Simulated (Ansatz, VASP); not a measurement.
**Two plane-wave programs on KTe2Ir**

The input INCAR:

```
PREC = Accurate
ENCUT = 520
EDIFF = 1E-6
ISMEAR = 0
SIGMA = 0.1
LREAL = F
LASPH = T
NELM = 60
ALGO = Normal
ISIF = 2
LWAVE = F
LCHARG = F
GGA = PE
NBANDS = 23
```

Contents of KPOINTS:

```
Automatic mesh
0
Gamma
  3 3 3
```

The input POSCAR:

```
KTe2Ir
1.0
    3.1975782600      1.8461226700      3.8592209900
   -3.1975782600      1.8461226700      3.8592209900
    0.0000000000     -3.6922453400      3.8592209900
K Te Ir
1 2 1
Direct
    0.5000000000      0.5000000000      0.5000000000
    0.2677343800      0.2677343800      0.2677343800
    0.7322656200      0.7322656200      0.7322656200
    0.0000000000      0.0000000000      0.0000000000
```

Input for Ansatz:

```yaml
crystal:
  lattice:
    - [3.19757826, 1.84612267, 3.85922099]
    - [-3.19757826, 1.84612267, 3.85922099]
    - [0.0, -3.69224534, 3.85922099]
  atoms:
    - { symbol: K, position: [0.5, 0.5, 0.5] }
    - { symbol: Te, position: [0.26773438, 0.26773438, 0.26773438] }
    - { symbol: Te, position: [0.73226562, 0.73226562, 0.73226562] }
    - { symbol: Ir, position: [0.0, 0.0, 0.0] }
basis:
  ecutwfc: 420
kpoints:
  mp_grid: { grid: [3, 3, 3] }
hamiltonian:
  xc: pbe
scf:
  occupations: { method: gaussian, width: 0.1 }
  lower_state_search: "off"
output:
  forces: true
  stress: true
  eigenvalues: true
```

Alike in both runs: task single point; functional PBE; k mesh 3 × 3 × 3; occupations gaussian, width 0.1 eV; no spin polarisation.

|  | VASP | Ansatz |
| --- | --- | --- |
| version | VASP 6.6.1 | Ansatz 0.2.0 |
| potentials or method | VASP PAW PBE potentials, release 64 (K_sv, Te, Ir), cutoff 520 eV | scalar-relativistic, plane waves, PAW |
| valence electrons in the cell | 30 | 58 |

VASP gave:

| Item | Value |
| --- | --- |
| gap on the k mesh at the Fermi level (eV) | 0.08 |
| least direct gap on the mesh (eV) | 0.24 |
| pressure (GPa) | -4.6 |
| traceless stress, the component that is largest in VASP (GPa) | 7.89 |
| rms of the force components (eV/Å) | 1.753 |

Q: Estimate Ansatz's values.

A: gap on the k mesh at the Fermi level (eV): 0.08; least direct gap on the mesh (eV): 0.25; pressure (GPa): -4.7; traceless stress, the component that is largest in VASP (GPa): 7.79; rms of the force components (eV/Å): 1.746.

Atom by atom the forces differ by 0.007 eV/Å (rms over components). With one functional, cell and mesh, what is left measures potentials, basis and numerics. VASP's potentials hold 30 valence electrons a cell and Ansatz's 58, so a difference there can come from the potentials and not from the codes.

Spin-orbit coupling is off throughout.
